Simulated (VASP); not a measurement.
# Ge (Fd-3m) in VASP: notebook, part 2 of 2

VASP 6.6.1.

## (4) Single point, PBE (12.44 Å³/atom)

This run uses another cell than the first one, of 12.44 Å³/atom.

Input file INCAR:

```
SYSTEM = Ge
PREC = Accurate ; ENCUT = 520
EDIFF = 1E-6 ; ISMEAR = -1
SIGMA = 0.08 ; LREAL = .FALSE.
LASPH = .TRUE. ; NELM = 100
ALGO = Normal ; ISIF = 2
LWAVE = .FALSE. ; LCHARG = .TRUE.
GGA = PE ; LELF = .TRUE.
LVHAR = .TRUE. ; NBANDS = 21
```

Input file KPOINTS:

```
regular mesh
0
G
  11 11 11
  0 0 0
```

Input file POSCAR:

```
Ge
1.0
    0.0000000000      2.3168606017      2.3168606017
    2.3168606017      0.0000000000      2.3168606017
    2.3168606017      2.3168606017      0.0000000000
Ge
2
Direct
   -0.1250000000     -0.1250000000     -0.1250000000
    0.1250000000      0.1250000000      0.1250000000
```

Potentials or basis: VASP PAW PBE potentials, release 64 (Ge_d).

On the command line:

```console
$ cat potpaw_PBE.64/Ge_d/POTCAR > POTCAR
$ mpirun -np 1 vasp_std > vasp.out
```

OUTCAR:

```text
SYSTEM = Ge
   PREC = Accurate
   ENCUT = 520
   EDIFF = 1E-6
   ISMEAR = -1
   LREAL = .FALSE.
   LASPH = .TRUE.
   NELM = 100
   ISIF = 2
   GGA = PE

 ion  position               nearest neighbor table
   1  0.875  0.875  0.875-   2 2.01   2 2.01   2 2.01   2 2.01
   2  0.125  0.125  0.125-   1 2.01   1 2.01   1 2.01   1 2.01

  LATTYP: Found a face centered cubic cell.
 ALAT       =     4.6337212034

  Lattice vectors:

 A1 = (   0.0000000000,   2.3168606017,   2.3168606017)
 A2 = (   2.3168606017,   0.0000000000,   2.3168606017)
 A3 = (   2.3168606017,   2.3168606017,   0.0000000000)

Analysis of symmetry for initial positions (statically):
=====================================================================
 Subroutine PRICEL returns:
 Original cell was already a primitive cell.

 Routine SETGRP: Setting up the symmetry group for a
 face centered cubic supercell.

 Subroutine GETGRP returns: Found 48 space group operations
 (whereof 12 operations were pure point group operations)
 out of a pool of 48 trial point group operations.

The static configuration has the point symmetry D_3d.
 The point group associated with its full space group is O_h .

Analysis of symmetry for dynamics (positions and initial velocities):
=====================================================================
 Subroutine PRICEL returns:
 Original cell was already a primitive cell.

 Routine SETGRP: Setting up the symmetry group for a
 face centered cubic supercell.

 Subroutine GETGRP returns: Found 48 space group operations
 (whereof 12 operations were pure point group operations)
 out of a pool of 48 trial point group operations.

The dynamic configuration has the point symmetry D_3d.
 The point group associated with its full space group is O_h .

 Subroutine INISYM returns: Found 48 space group operations
 (whereof 12 operations are pure point group operations),
 and found     1 'primitive' translations

----------------------------------------------------------------------------------------

                                     Primitive cell

  volume of cell :      24.8731

  direct lattice vectors                    reciprocal lattice vectors
     0.000000000  2.316860602  2.316860602    -0.215809272  0.215809272  0.215809272
     2.316860602  0.000000000  2.316860602     0.215809272 -0.215809272  0.215809272
     2.316860602  2.316860602  0.000000000     0.215809272  0.215809272 -0.215809272

  length of vectors
     3.276535685  3.276535685  3.276535685     0.373792624  0.373792624  0.373792624

  position of ions in fractional coordinates (direct lattice)
     0.875000000  0.875000000  0.875000000
     0.125000000  0.125000000  0.125000000

  ion indices of the primitive-cell ions
   primitive index   ion index
                 1           1
                 2           2

----------------------------------------------------------------------------------------

 KPOINTS: regular mesh

Automatic generation of k-mesh.
 Grid dimensions read from file:
 generate k-points for:   11   11   11

 Generating k-lattice:

  Cartesian coordinates                     Fractional coordinates (reciprocal lattice)
    -0.019619025  0.019619025  0.019619025     0.090909091  0.000000000  0.000000000
     0.019619025 -0.019619025  0.019619025     0.000000000  0.090909091  0.000000000
     0.019619025  0.019619025 -0.019619025     0.000000000  0.000000000  0.090909091

  Length of vectors
     0.033981148  0.033981148  0.033981148

  Shift w.r.t. Gamma in fractional coordinates (k-lattice)
     0.000000000  0.000000000  0.000000000

 Subroutine IBZKPT returns following result:
 ===========================================

 Found     56 irreducible k-points:

 Following reciprocal coordinates:
            Coordinates               Weight
  0.000000  0.000000  0.000000      1.000000
  0.090909  0.000000  0.000000      8.000000
  0.181818  0.000000  0.000000      8.000000
  0.272727  0.000000  0.000000      8.000000
  0.363636  0.000000  0.000000      8.000000
  0.454545  0.000000  0.000000      8.000000
[... 16 lines left out ...]
 -0.272727  0.181818  0.000000     24.000000
 -0.181818  0.181818  0.000000     12.000000
 [... further k-points ...]
   k-points           NKPTS =     56   k-points in BZ     NKDIM =     56   number of bands    NBANDS=     21
   number of dos      NEDOS =    301   number of ions     NIONS =      2
   total plane-waves  NPLWV =  13824
   dimension x,y,z NGX =    24 NGY =   24 NGZ =   24
   dimension x,y,z NGXF=    48 NGYF=   48 NGZF=   48
   ions per type =               2
   NGX,Y,Z   is equivalent  to a cutoff of  12.18, 12.18, 12.18 a.u.
   NGXF,Y,Z  is equivalent  to a cutoff of  24.35, 24.35, 24.35 a.u.
 SYSTEM =  Ge
   PREC   = accura    normal or accurate (medium, high low for compatibility)
   ISTART =      0    job   : 0-new  1-cont  2-samecut
   ICHARG =      2    charge: 1-file 2-atom 10-const
   ISPIN  =      1    spin polarized calculation?
   LNONCOLLINEAR =      F non collinear calculations
   LSORBIT =      F    spin-orbit coupling
   LASPH  =      T    aspherical Exc in radial PAW
   ENCUT  =  520.0 eV  38.22 Ry    6.18 a.u.   6.09  6.09  6.09*2*pi/ulx,y,z
   NELM   =    100;   NELMIN=  2; NELMDL= -5     # of ELM steps
   EDIFF  = 0.1E-05   stopping-criterion for ELM
   LREAL  =      F    real-space projection
   EDIFFG = 0.1E-04   stopping-criterion for IOM
   NSW    =      0    number of steps for IOM
   IBRION =     -1    ionic relax: 0-MD 1-quasi-New 2-CG
   NFREE  =      0    steps in history (QN), initial steepest desc. (CG)
   ISIF   =      2    stress and relaxation
   ISYM   =      2    0-nonsym 1-usesym 2-fastsym
   POTIM  = 0.5000    time-step for ionic-motion
   TEBEG  =    0.0;   TEEND  =   0.0 temperature during run
   PSTRESS=    0.0 pullay stress
   NELECT =      28.0000    total number of electrons
   NUPDOWN=      -1.0000    fix difference up-down
   EMIN   =  10.00;   EMAX   =-10.00  energy-range for DOS
   EFERMI =   0.00;   METHOD = LEGACY
   ISMEAR =    -1;   SIGMA  =   0.08  broadening in eV -4-tet -1-fermi 0-gaus
   EFERMI_NEDOS =   21; number of points for ismear=-14 and -15
   IALGO  =     38    algorithm
   IMIX   =      4    mixing-type and parameters
     AMIX     =   0.40;   BMIX     =  1.00
     AMIX_MAG =   1.60;   BMIX_MAG =  1.00
  volume/ion in A,a.u.               =      12.44        83.93
  Fermi-wavevector in a.u.,A,eV,Ry     =   1.703012  3.218225 39.460276  2.900248
  Thomas-Fermi vector in A             =   2.782676
   LORBIT       =      0    0 simple, 1 ext, 2 COOP (PROOUT), +10 PAW based schemes
   GGA     = PE    functional components
   LHFCALC =     F    Hartree Fock is set to
   AEXX    =    0.0000 exact exchange contribution
   IVDW    =     0    specifies the selected vdW correction
   LEPSILON=     F    determine dielectric tensor
   LRPA    =     F    only Hartree local field effects (RPA)
 non-spin polarized calculation
  energy-cutoff  :      520.00
  volume of cell :       24.87
 maximum number of plane-waves:       680
   NGX = 13   NGY = 13   NGZ = 13

 number of electron      27.9999971 magnetization

 Free energy of the ion-electron system (eV)
  ---------------------------------------------------
  ext. energy  EPLUGINS =         0.00000000
  ---------------------------------------------------
  free energy    TOTEN  =        -2.24313947 eV

  energy without entropy =       -2.23824308  energy(sigma->0) =       -2.24069127

 E-fermi :  12.6269     XC(G=0): -13.1450

 val. band max:       12.5572909111   @ k =  -0.4545   0.4545   0.0000
 cond. band min:      12.7031715050   @ k =   0.4545   0.4545   0.0000
 fundamental gap:      0.1458805939
 Fermi energy:        12.6268543445

 k-point     1 :       0.0000    0.0000    0.0000
  band No.  band energies     occupation
      1     -14.0403      2.00000
      2     -14.0403      2.00000
      3     -14.0403      2.00000
      4     -13.9399      2.00000
      5     -13.9399      2.00000
      6     -13.0836      2.00000
[... 13 lines left out ...]
     20      24.3970      0.00000
     21      24.3970      0.00000

 k-point     2 :       0.0909    0.0000    0.0000
  band No.  band energies     occupation
      1     -14.0675      2.00000
      2     -14.0675      2.00000
      3     -14.0357      2.00000
      4     -13.9025      2.00000
      5     -13.9025      2.00000
      6     -13.0953      2.00000
[... 520 lines left out ...]
 k-point    24 :      -0.1818    0.1818    0.0000
  band No.  band energies     occupation
      1     -14.1666      2.00000
      2     -14.1276      2.00000
      3     -13.9685      2.00000
      4     -13.8146      2.00000
      5     -13.7030      2.00000
      6     -13.2426      2.00000
[... 13 lines left out ...]
     20      25.4817      0.00000
     21      27.6989      0.00000

 [... further k-points ...]
[... 5 lines left out ...]
  --------------------------------------------------------------------------------------
  -------------------------------------------------------------------------------------
  Total       26.7190741     26.7190741     26.7190741      0.0000000      0.0000000     -0.0000000
  in kB     1721.0848370   1721.0848370   1721.0848370      0.0000000      0.0000000     -0.0000000
  external PRESSURE =    1721.0848370 kB  Pullay stress =       0.0000000 kB

 VOLUME and BASIS-vectors are now :
 -----------------------------------------------------------------------------
  energy-cutoff  :      520.00
  volume of cell :       24.87
      direct lattice vectors                 reciprocal lattice vectors
     0.000000000  2.316860602  2.316860602    -0.215809272  0.215809272  0.215809272
     2.316860602  0.000000000  2.316860602     0.215809272 -0.215809272  0.215809272
     2.316860602  2.316860602  0.000000000     0.215809272  0.215809272 -0.215809272

 POSITION                                       TOTAL-FORCE (eV/Angst)
 -----------------------------------------------------------------------------------
      4.05451      4.05451      4.05451         0.000000      0.000000      0.000000
      0.57922      0.57922      0.57922        -0.000000     -0.000000     -0.000000
 -----------------------------------------------------------------------------------
    total drift:                                0.000000      0.000000      0.000000

  FREE ENERGIE OF THE ION-ELECTRON SYSTEM (eV)
  ---------------------------------------------------
  free  energy   TOTEN  =        -2.2431394720 eV

  energy  without entropy=       -2.2382430777  energy(sigma->0) =       -2.24069127
```

stdout:

```text
POSCAR found type information on POSCAR Ge
 POSCAR found :  1 types and       2 ions
 scaLAPACK will be used
 LDA part: xc-table for (Slater+PW92), standard interpolation
 POSCAR, INCAR and KPOINTS ok, starting setup
 FFT: planning ... GRIDC
 FFT: planning ... GRID_SOFT
 FFT: planning ... GRID
 WAVECAR not read
 entering main loop
```

Run time: 19 s. Hardware: 1 thread of AMD EPYC 7R13 (Zen 3), shared host; peak memory 0.12 GiB.

Results:

```yaml
Free_energy: -2.2431 eV
Pressure: 172.1 GPa
Band_gap_on_the_k_mesh: zero (bands 14 and 15 overlap by 0.92 eV)
```

Caveat: the cell stands under pressure.

## (5) Single point, PBE (14.35 Å³/atom)

This run uses another cell than the first one, of 14.35 Å³/atom.

Input file INCAR:

```
PREC = Accurate
ENCUT = 520
EDIFF = 1E-6
ISMEAR = -1
SIGMA = 0.08
LREAL = F
LASPH = T
NELM = 60
ALGO = Normal
ISIF = 2
LWAVE = F
LCHARG = F
GGA = PE
NBANDS = 21
```

Input file KPOINTS:

```
regular mesh
0
Gamma
  11 11 11
```

Input file POSCAR:

```
Ge
1.0
    0.0000000000      2.4300537139      2.4300537139
    2.4300537139      0.0000000000      2.4300537139
    2.4300537139      2.4300537139      0.0000000000
Ge
2
Direct
   -0.1250000000     -0.1250000000     -0.1250000000
    0.1250000000      0.1250000000      0.1250000000
```

On the command line:

```console
$ cat potpaw_PBE.64/Ge_d/POTCAR > POTCAR
$ mpirun -np 1 vasp_std > vasp.out
```

Wall time 27 s (1 thread of AMD EPYC 7R13 (Zen 3), shared host); peak memory 0.14 GiB.

The run converged. Its results:

```
Free energy            : -5.3798 eV
Pressure               : 97.7 GPa
Band gap on the k mesh : zero (bands 14 and 15 overlap by 0.41 eV)
```

Levels at points of the mesh, in eV from the Fermi level:
| k point | band 10 | band 11 | band 12 | band 13 | band 14 | band 15 | band 16 | band 17 | band 18 | band 19 |
| --- | --- | --- | --- | --- | --- | --- | --- | --- | --- | --- |
| (0.00, 0.00, 0.00) | -25.19 | -17.02 | 0.30 | 0.30 | 0.30 | 2.79 | 2.79 | 2.79 | 5.03 | 7.70 |

Caveat: the cell stands under pressure; semilocal functionals underestimate gaps, so a narrow gap can read as zero.

## (6) Single point, PBE (14.35 Å³/atom)

This run uses another cell than the first one, of 14.35 Å³/atom.

Input file INCAR:

```
SYSTEM = Ge
ALGO     = Normal         ! electronic algorithm
EDIFF    = 1E-6           ! SCF threshold, eV
ENCUT    = 520            ! plane-wave cutoff, eV
GGA      = PE             ! functional
ISIF     = 2              ! what is computed and relaxed
ISMEAR   = -1             ! smearing method
LASPH    = .TRUE.         ! aspherical terms in the spheres
LCHARG   = .TRUE.         ! write CHGCAR
LELF     = .TRUE.         ! ELF
LREAL    = .FALSE.        ! projectors in reciprocal space
LVHAR    = .TRUE.       
LWAVE    = .FALSE.        ! write WAVECAR
NBANDS   = 21             ! bands
NELM     = 60             ! most SCF steps
PREC     = Accurate       ! precision mode
SIGMA    = 0.08           ! smearing width, eV
```

Input file KPOINTS:

```
k-points
0
G
  11 11 11
  0 0 0
```

POSCAR is that of step 5.

Potentials or basis: VASP PAW PBE potentials, release 64 (Ge_d).

On the command line:

```console
$ cat potpaw_PBE.64/Ge_d/POTCAR > POTCAR
$ mpirun -np 1 vasp_std > vasp.out
```

Wall time 29 s (1 thread of AMD EPYC 7R13 (Zen 3), shared host); peak memory 0.14 GiB.

Results (log left out):

| Property | Result |
| --- | --- |
| Free energy | -5.3798 eV |
| Pressure | 97.7 GPa |
| Band gap on the k mesh | zero (bands 14 and 15 overlap by 0.41 eV) |

Levels at points of the mesh, in eV from the Fermi level:
```
           k point  band 10  band 11  band 12  band 13  band 14  band 15  band 16  band 17  band 18  band 19
(0.00, 0.00, 0.00)   -25.19   -17.02     0.30     0.30     0.30     2.79     2.79     2.79     5.03     7.70
```

Caveat: the cell stands under pressure; semilocal functionals underestimate gaps, so a narrow gap can read as zero.

## (7) The runs side by side

| cell | gap on the mesh (eV) | pressure (GPa) |
| --- | --- | --- |
| a = 3.122 Å, angles 60.0°, 2 atoms | none | 292.9 |
| a = 3.277 Å, angles 60.0°, 2 atoms | none | 172.1 |
| a = 3.437 Å, angles 60.0°, 2 atoms | none | 97.7 |

Alike in all rows: task single point; level PBE; potentials or basis VASP PAW PBE potentials, release 64 (Ge_d); no spin polarisation; k mesh 11 × 11 × 11; cutoff (eV) 520; smearing fermi-dirac 0.08 eV.

Caveats: the cell stands under pressure; semilocal functionals underestimate gaps, so a narrow gap can read as zero (at least some runs).

Total energies depend on the potentials used, so only differences within one code and one set of settings carry meaning.
